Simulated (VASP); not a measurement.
# MgO: single point with r2SCAN

Crystal: MgO.

```
CELL_PARAMETERS angstrom
0.00000 2.10217 2.10217
2.10217 0.00000 2.10217
2.10217 2.10217 0.00000
ATOMIC_POSITIONS crystal
Mg 0.00000 0.00000 0.00000
O 0.50000 0.50000 0.50000
```

```yaml
Program: VASP 6.6.1
Task: single point
Functional: r2SCAN
Potentials_or_basis: VASP PAW PBE potentials, release 64 (Mg, O)
Cutoff: 520 eV
k_mesh: 8 × 8 × 8
Occupations: gaussian, width 0.01 eV
Spin: no spin polarisation
```

The pressure is -1.1 GPa and the band gap on the k mesh is 5.66 eV, direct.

Levels at points of the mesh, in eV from the valence-band top:
```tsv
k point	band 1	band 2	band 3	band 4	band 5	band 6	band 7	band 8
(0.00, 0.00, 0.00)	-18.23	0.00	0.00	0.00	5.66	16.87	16.87	16.87
(0.50, 0.00, 0.00)	-16.97	-4.64	-0.68	-0.68	8.84	13.87	17.48	17.48
(0.50, 0.50, 0.00)	-16.72	-4.12	-1.38	-1.38	10.04	11.12	14.35	20.46
```

It took 26 s on 1 thread of AMD EPYC 7R13 Processor (Zen 3), with other jobs on the host, peak memory 0.11 GiB.

Caveat: the PAW data sets were made with another functional, which shifts forces and pressure a little. r2SCAN opens gaps a little over a GGA but as a rule still falls short of measured ones.
